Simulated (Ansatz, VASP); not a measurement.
Al in VASP and in Ansatz

File INCAR:

```
SYSTEM = Al
PREC = Accurate
ENCUT = 520
EDIFF = 1E-7
ISMEAR = 0
SIGMA = 0.15
LREAL = .FALSE.
LASPH = .TRUE.
NELM = 80
ALGO = Normal
ISIF = 2
LWAVE = .FALSE.
LCHARG = .FALSE.
GGA = PE
NBANDS = 8
```

File KPOINTS:

```
Automatic mesh
0
G
  20 20 20
  0 0 0
```

File POSCAR:

```
Al
1.0
    0.0000000000      2.0543397000      2.0239800000
    2.0239800000      0.0000000000      2.0239800000
    2.0239800000      2.0543397000      0.0000000000
Al
1
Direct
    0.0000000000      0.0000000000      0.0000000000
```

Input for Ansatz:

```yaml
crystal:
  lattice:
    - [0.0, 2.0543397, 2.02398]
    - [2.02398, 0.0, 2.02398]
    - [2.02398, 2.0543397, 0.0]
  atoms:
    - { symbol: Al, position: [0.0, 0.0, 0.0] }
basis:
  ecutwfc: 420
kpoints:
  mp_grid: { grid: [20, 20, 20] }
hamiltonian:
  xc: pbe
scf:
  occupations: { method: gaussian, width: 0.15 }
output:
  forces: true
  stress: true
  eigenvalues: true
```

Change from the starting cell: strain +0.0150 x Voigt [0, 1, 0, 0, 0, 0], atoms carried along.

Alike in both runs: task single point; functional PBE; k mesh 20 × 20 × 20; occupations gaussian, width 0.15 eV; no spin polarisation.

```csv
,VASP,Ansatz
version,VASP 6.6.1,Ansatz 0.2.0
potentials or method,"VASP PAW PBE potentials, release 64 (Al), cutoff 520 eV","scalar-relativistic, plane waves, PAW"
valence electrons in the cell,3,3
```

|  | VASP | Ansatz | Ansatz less VASP |
| --- | --- | --- | --- |
| gap on the k mesh at the Fermi level (eV) | none | none | - |
| pressure (GPa) | -1.5 | -1.5 | +0.04 |
| traceless stress, the component that is largest in VASP (GPa) | -0.30 | -0.30 | -0.006 |

A gap of «none» marks a metal or a gap that the smearing closes. The functional is the same, so the differences come from potentials, cutoffs and numerics.
